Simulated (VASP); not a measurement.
# W (I4/mmm) in VASP: notebook, part 3 of 3

VASP 6.6.1. Earlier steps stand in the parts before.

**5. Electric field gradients, PBEsol (equal xx and yy strain of +1 %)**

Input file INCAR:

```
SYSTEM = W
ALGO = Normal ; EDIFF = 1E-8
ENCUT = 400 ; GGA = PS
GGA_COMPAT = .FALSE. ; ISIF = 2
ISMEAR = -1 ; LASPH = .TRUE.
LCHARG = .FALSE. ; LEFG = .TRUE.
LREAL = .FALSE. ; LWAVE = .FALSE.
NBANDS = 13 ; NELM = 120
PREC = Accurate ; SIGMA = 0.05
```

Input file KPOINTS:

```
k-points
0
G
  14 14 14
  0 0 0
```

Input file POSCAR:

```
W
1.0
    0.0000000000      2.0503000000      2.0300000000
    2.0503000000      0.0000000000      2.0300000000
    2.0503000000      2.0503000000      0.0000000000
W
1
Direct
    0.0000000000      0.0000000000      0.0000000000
```

Potentials or basis: VASP PAW PBE potentials, release 64 (W_sv).

The run is started by

```sh
cat potpaw_PBE.64/W_sv/POTCAR > POTCAR
mpirun -np 1 vasp_std > vasp.out
```

OUTCAR:

```text
SYSTEM = W
   EDIFF = 1E-8
   ENCUT = 400
   GGA = PS
   ISIF = 2
   ISMEAR = -1
   LASPH = .TRUE.
   LREAL = .FALSE.
   NELM = 120
   PREC = Accurate

 ion  position               nearest neighbor table
   1  0.000  0.000  0.000-

  LATTYP: Found a body centered tetragonal cell.
 ALAT       =     2.8995620669
 C/A-ratio  =     1.4002114479

  Lattice vectors:

 A1 = (   0.0000000000,  -2.0503000000,  -2.0300000000)
 A2 = (   0.0000000000,   2.0503000000,  -2.0300000000)
 A3 = (   2.0503000000,   0.0000000000,   2.0300000000)

Analysis of symmetry for initial positions (statically):
=====================================================================
 Subroutine PRICEL returns:
 Original cell was already a primitive cell.

 Routine SETGRP: Setting up the symmetry group for a
 body centered tetragonal supercell.

 Subroutine GETGRP returns: Found 16 space group operations
 (whereof 16 operations were pure point group operations)
 out of a pool of 16 trial point group operations.

The static configuration has the point symmetry D_4h.

Analysis of symmetry for dynamics (positions and initial velocities):
=====================================================================
 Subroutine PRICEL returns:
 Original cell was already a primitive cell.

 Routine SETGRP: Setting up the symmetry group for a
 body centered tetragonal supercell.

 Subroutine GETGRP returns: Found 16 space group operations
 (whereof 16 operations were pure point group operations)
 out of a pool of 16 trial point group operations.

The dynamic configuration has the point symmetry D_4h.

 Subroutine INISYM returns: Found 16 space group operations
 (whereof 16 operations are pure point group operations),
 and found     1 'primitive' translations

----------------------------------------------------------------------------------------

                                     Primitive cell

  volume of cell :      17.0671

  direct lattice vectors                    reciprocal lattice vectors
     0.000000000  2.050300000  2.030000000    -0.243866751  0.243866751  0.246305419
     2.050300000  0.000000000  2.030000000     0.243866751 -0.243866751  0.246305419
     2.050300000  2.050300000  0.000000000     0.243866751  0.243866751 -0.246305419

  length of vectors
     2.885243506  2.885243506  2.899562067     0.423802246  0.423802246  0.423802246

  position of ions in fractional coordinates (direct lattice)
     0.000000000  0.000000000  0.000000000

  ion indices of the primitive-cell ions
   primitive index   ion index
                 1           1

----------------------------------------------------------------------------------------

 KPOINTS: k-points

Automatic generation of k-mesh.
 Grid dimensions read from file:
 generate k-points for:   14   14   14

 Generating k-lattice:

  Cartesian coordinates                     Fractional coordinates (reciprocal lattice)
    -0.017419054  0.017419054  0.017593244     0.071428571 -0.000000000  0.000000000
     0.017419054 -0.017419054  0.017593244    -0.000000000  0.071428571  0.000000000
[... 66 lines left out ...]
   POTIM  = 0.5000    time-step for ionic-motion
   TEBEG  =    0.0;   TEEND  =   0.0 temperature during run
   PSTRESS=    0.0 pullay stress
   NELECT =      14.0000    total number of electrons
   NUPDOWN=      -1.0000    fix difference up-down
   EMIN   =  10.00;   EMAX   =-10.00  energy-range for DOS
   EFERMI =   0.00;   METHOD = LEGACY
   ISMEAR =    -1;   SIGMA  =   0.05  broadening in eV -4-tet -1-fermi 0-gaus
   EFERMI_NEDOS =   21; number of points for ismear=-14 and -15
   IALGO  =     38    algorithm
   IMIX   =      4    mixing-type and parameters
     AMIX     =   0.40;   BMIX     =  1.00
     AMIX_MAG =   1.60;   BMIX_MAG =  1.00
  volume/ion in A,a.u.               =      17.07       115.17
  Fermi-wavevector in a.u.,A,eV,Ry     =   1.532488  2.895983 31.953568  2.348521
  Thomas-Fermi vector in A             =   2.639687
   LORBIT       =      0    0 simple, 1 ext, 2 COOP (PROOUT), +10 PAW based schemes
   GGA     = PS    functional components
   LHFCALC =     F    Hartree Fock is set to
   AEXX    =    0.0000 exact exchange contribution
   IVDW    =     0    specifies the selected vdW correction
   LEPSILON=     F    determine dielectric tensor
   LRPA    =     F    only Hartree local field effects (RPA)
 non-spin polarized calculation
  energy-cutoff  :      400.00
  volume of cell :       17.07
 maximum number of plane-waves:       323
   NGX =  9   NGY =  9   NGZ =  9

 number of electron      14.0000002 magnetization

 Free energy of the ion-electron system (eV)
  ---------------------------------------------------
  ext. energy  EPLUGINS =         0.00000000
  ---------------------------------------------------
  free energy    TOTEN  =       -13.25835981 eV

  energy without entropy =      -13.24738253  energy(sigma->0) =      -13.25287117

 E-fermi :   9.7784     XC(G=0): -13.3393

 val. band max:        9.7735665635   @ k =  -0.1429   0.0714   0.0000
 cond. band min:       9.7796935903   @ k =  -0.3571   0.0000   0.1429
 fundamental gap:      0.0061270269
 Fermi energy:         9.7784276140

 k-point     1 :       0.0000    0.0000    0.0000
  band No.  band energies     occupation
      1     -63.9226      2.00000
      2     -27.5968      2.00000
      3     -27.5968      2.00000
      4     -27.5867      2.00000
      5       0.9909      2.00000
      6       9.2338      1.99996
      7       9.2338      1.99996
      8       9.3554      1.99958
      9      12.1243      0.00000
     10      12.3080      0.00000
     11      22.5682      0.00000
     12      27.4499      0.00000
     13      27.4499      0.00000
[... 354 lines left out ...]
  band No.  band energies     occupation
      1     -63.8691      2.00000
      2     -28.1061      2.00000
      3     -27.7407      2.00000
      4     -27.7213      2.00000
      5       3.6491      2.00000
      6       7.6378      2.00000
      7       9.5271      1.98697
      8      10.3151      0.00004
      9      11.6708      0.00000
     10      13.1880      0.00000
     11      24.1056      0.00000
     12      27.0308      0.00000
     13      29.0344      0.00000

 [... further k-points ...]
[... 5 lines left out ...]
  --------------------------------------------------------------------------------------
  -------------------------------------------------------------------------------------
  Total       -1.7029666     -1.7029666     -2.0311425      0.0000000     -0.0000000      0.0000000
  in kB     -159.8659068   -159.8659068   -190.6734006      0.0000000     -0.0000000      0.0000000
  external PRESSURE =    -170.1350714 kB  Pullay stress =       0.0000000 kB

 VOLUME and BASIS-vectors are now :
 -----------------------------------------------------------------------------
  energy-cutoff  :      400.00
  volume of cell :       17.07
      direct lattice vectors                 reciprocal lattice vectors
     0.000000000  2.050300000  2.030000000    -0.243866751  0.243866751  0.246305419
     2.050300000  0.000000000  2.030000000     0.243866751 -0.243866751  0.246305419
     2.050300000  2.050300000  0.000000000     0.243866751  0.243866751 -0.246305419

 POSITION                                       TOTAL-FORCE (eV/Angst)
 -----------------------------------------------------------------------------------
      0.00000      0.00000      0.00000         0.000000      0.000000      0.000000
 -----------------------------------------------------------------------------------
    total drift:                                0.000000      0.000000      0.000000

  FREE ENERGIE OF THE ION-ELECTRON SYSTEM (eV)
  ---------------------------------------------------
  free  energy   TOTEN  =       -13.2583598104 eV

  energy  without entropy=      -13.2473825327  energy(sigma->0) =      -13.25287117

 Electric field gradients (V/A^2)
---------------------------------------------------------------------
 ion       V_xx      V_yy      V_zz      V_xy      V_xz      V_yz
---------------------------------------------------------------------
   1      -2.301    -2.301     4.602    -0.000     0.000     0.000
---------------------------------------------------------------------

 Electric field gradients after diagonalization (V/A^2)
 (convention: |V_zz| > |V_xx| > |V_yy|)
----------------------------------------------------------------------
 ion       V_xx      V_yy      V_zz     asymmetry (V_yy - V_xx)/ V_zz
----------------------------------------------------------------------
   1      -2.301    -2.301     4.602       0.000
----------------------------------------------------------------------

           NMR quadrupolar parameters

 Cq : quadrupolar parameter    Cq=e*Q*V_zz/h
 eta: asymmetry parameters     (V_yy - V_xx)/ V_zz
 Q  : nuclear electric quadrupole moment in mb (millibarn)
----------------------------------------------------------------------
 ion       Cq(MHz)       eta       Q (mb)
----------------------------------------------------------------------
   1       0.011       0.000       1.000
----------------------------------------------------------------------
```

OSZICAR:

```text
N       E                     dE             d eps       ncg     rms          rms(c)
DAV:   1     0.712893933392E+02    0.71289E+02   -0.64182E+03  6445   0.102E+03
DAV:   2    -0.126358619758E+02   -0.83925E+02   -0.80868E+02  7004   0.278E+02
DAV:   3    -0.139907207012E+02   -0.13549E+01   -0.13498E+01  7169   0.355E+01
DAV:   4    -0.139964120498E+02   -0.56913E-02   -0.56912E-02  6914   0.251E+00
DAV:   5    -0.139964632063E+02   -0.51156E-04   -0.51158E-04  7269   0.223E-01    0.183E+01
DAV:   6    -0.134029660264E+02    0.59350E+00   -0.51681E-01  6794   0.920E+00    0.670E+00
DAV:   7    -0.132635737023E+02    0.13939E+00   -0.22629E-01  7114   0.569E+00    0.639E-01
DAV:   8    -0.132585854935E+02    0.49882E-02   -0.44386E-03  6419   0.882E-01    0.102E-01
DAV:   9    -0.132583569337E+02    0.22856E-03   -0.17298E-04  7252   0.137E-01    0.312E-02
DAV:  10    -0.132583596901E+02   -0.27564E-05   -0.77912E-06  6924   0.340E-02    0.161E-03
DAV:  11    -0.132583598805E+02   -0.19039E-06   -0.15255E-07  6889   0.415E-03    0.367E-04
DAV:  12    -0.132583598060E+02    0.74468E-07   -0.25231E-09  4622   0.656E-04    0.736E-05
DAV:  13    -0.132583598104E+02   -0.43706E-08   -0.46404E-10  3432   0.280E-04
   1 F= -.13258360E+02 E0= -.13252871E+02  d E =-.109773E-01
```

stdout:

```text
POSCAR found type information on POSCAR W
 POSCAR found :  1 types and       1 ions
 scaLAPACK will be used
 -----------------------------------------------------------------------------
|                                                                             |
|                                                                             |
|     You enforced a specific xc type in the INCAR file but a different       |
|     I HOPE YOU KNOW WHAT YOU ARE DOING!                                     |
|                                                                             |
 -----------------------------------------------------------------------------

 LDA part: xc-table for (Slater+PW92), standard interpolation
 POSCAR, INCAR and KPOINTS ok, starting setup
 FFT: planning ... GRIDC
 FFT: planning ... GRID_SOFT
 FFT: planning ... GRID
 WAVECAR not read
 entering main loop
ion   1
```

Run time: 54 s. Hardware: 1 thread of Intel Xeon 8259CL, shared host; peak memory 0.15 GiB.

Results:

```
Free energy            : -13.2584 eV
Pressure               : -17.0 GPa
Band gap on the k mesh : zero (band 7 reaches 12.78 eV, above the bottom of band 8 at 9.32 eV)
```

Stress tensor (GPa, compression positive):
```
-15.99   0.00   0.00
  0.00 -15.99   0.00
  0.00   0.00 -19.07
```

Electric field gradients, principal values (V/Å²):
| atom | least | middle | greatest (by size) |
| --- | --- | --- | --- |
| 1 W | -2.301 | -2.301 | 4.602 |

Caveat: the cell differs from its parent crystal (equal xx and yy strain of +1 %); without QUAD_EFG the Cq values of the log hold for a quadrupole moment of 1 mb, not for the nuclei; the PAW data sets were made with another functional, which shifts forces and pressure a little; spin-orbit coupling is left out, which moves the levels of the heavy elements.

**6. Summary**

| cell | gap on the mesh (eV) | pressure (GPa) |
| --- | --- | --- |
| a = 2.842, b = 2.842, c = 2.813 Å, angles 60.3, 60.3, 59.3°, 1 atom | none | -1.0 |
| a = 2.857, b = 2.857, c = 2.842 Å, angles 60.2, 60.2, 59.7°, 1 atom | none | -6.9 |
| a = 2.885, b = 2.885, c = 2.900 Å, angles 59.8, 59.8, 60.3°, 1 atom | none | -17.0 |

Alike in all rows: task electric field gradients; level PBEsol; potentials or basis VASP PAW PBE potentials, release 64 (W_sv); no spin polarisation; k mesh 14 × 14 × 14; cutoff (eV) 400; smearing fermi-dirac 0.05 eV.

Caveats: the PAW data sets were made with another functional, which shifts forces and pressure a little; spin-orbit coupling is left out, which moves the levels of the heavy elements.

Total energies depend on the potentials used, so only differences within one code and one set of settings carry meaning.
